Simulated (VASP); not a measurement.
GeBiS2Br:

```xyz
5
Lattice="4.7622 0.0000 0.0000 0.0000 4.7622 0.0000 0.0000 0.0000 4.7622" Properties=species:S:1:pos:R:3 pbc="T T T"
Ge    0.0000    0.0000    0.0000
Bi    2.3811    2.3811    2.3811
S     2.3811    0.0000    0.0000
S     0.0000    2.3811    0.0000
Br    0.0000    0.0000    2.3811
```

* Program: VASP 6.6.1
* Task: relaxation of cell and atoms
* Functional: PBE
* Potentials or basis: VASP PAW PBE potentials, release 64 (Ge_d, Bi_d, S, Br)
* Cutoff: 600 eV
* k mesh: 4 × 4 × 4
* Occupations: gaussian, width 0.1 eV
* Spin: no spin polarisation

At the start: pressure 7.8 GPa; volume 21.60 Å³/atom.

How do energy, volume and symmetry change on relaxing?

Over 6 steps the energy falls by 67.4 meV/atom and the volume is 24.10 Å³/atom (+11.6 %); space group P4/mmm (No. 123, to 0.1 Å) before and after.

The path:
```tsv
step	energy change (eV)	largest force (eV/Å)	pressure (GPa)	volume (Å³)
1	0.0000	0.0000	7.76	108.00
2	-0.3054	0.0000	-1.70	125.14
3	-0.3230	0.0000	-0.24	121.33
4	-0.3230	0.0000	-0.35	121.60
5	-0.3331	0.0000	-0.16	121.08
6	-0.3368	0.0000	0.13	120.49
```

Final structure:
```
CELL_PARAMETERS angstrom
4.84542 0.00000 0.00000
0.00000 4.84542 0.00000
0.00000 0.00000 5.13207
ATOMIC_POSITIONS crystal
Ge 0.00000 0.00000 0.00000
Bi 0.50000 0.50000 0.50000
S 0.50000 0.00000 0.00000
S 0.00000 0.50000 0.00000
Br 0.00000 0.00000 0.50000
```
